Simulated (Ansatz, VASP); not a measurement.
**Zn: VASP beside Ansatz**

The input INCAR:

```
PREC = Accurate
ENCUT = 520
EDIFF = 1E-6
ISMEAR = -1
SIGMA = 0.1
LREAL = F
LASPH = T
NELM = 60
ALGO = Normal
ISIF = 2
LWAVE = F
LCHARG = F
GGA = CA
NBANDS = 19
```

File KPOINTS:

```
regular mesh
0
Gamma
  13 13 13
```

File POSCAR:

```
Zn
1.0
    0.0000000000      2.5551269045      2.5551269045
    2.5551269045      0.0000000000      2.5551269045
    2.5551269045      2.5551269045      0.0000000000
Zn
2
Direct
   -0.1250000000     -0.1250000000     -0.1250000000
    0.1250000000      0.1250000000      0.1250000000
```

Input for Ansatz:

```yaml
crystal:
  lattice:
    - [0.0, 2.5551269045, 2.5551269045]
    - [2.5551269045, 0.0, 2.5551269045]
    - [2.5551269045, 2.5551269045, 0.0]
  atoms:
    - { symbol: Zn, position: [-0.125, -0.125, -0.125] }
    - { symbol: Zn, position: [0.125, 0.125, 0.125] }
kpoints:
  mp_grid: { grid: [13, 13, 13] }
scf:
  occupations: { method: fermi_dirac, width: 0.1 }
hamiltonian:
  xc: lda
  pseudopotentials: { kind: all_electron, lapw: { basis_error: 0.001 } }
output:
  forces: true
  stress: true
  eigenvalues: true
  populations: true
```

Change from the starting cell: volume scaled by 0.78, LAPW.

Alike in both runs: task single point; functional LDA; k mesh 13 × 13 × 13; occupations fermi-dirac, width 0.1 eV; no spin polarisation.

|  | VASP | Ansatz |
| --- | --- | --- |
| version | VASP 6.6.1 | Ansatz 0.2.0 |
| potentials or method | VASP PAW LDA potentials, release 64 (Zn), cutoff 520 eV | all-electron LAPW, scalar-relativistic |

```csv
,VASP,Ansatz,Ansatz less VASP
pressure (GPa),20.4,19.5,-0.81
```

LDA's correlation is that of Perdew and Zunger in VASP and of Perdew and Wang (1992) in Ansatz. Ansatz ran all-electron here, and VASP with PAW potentials.
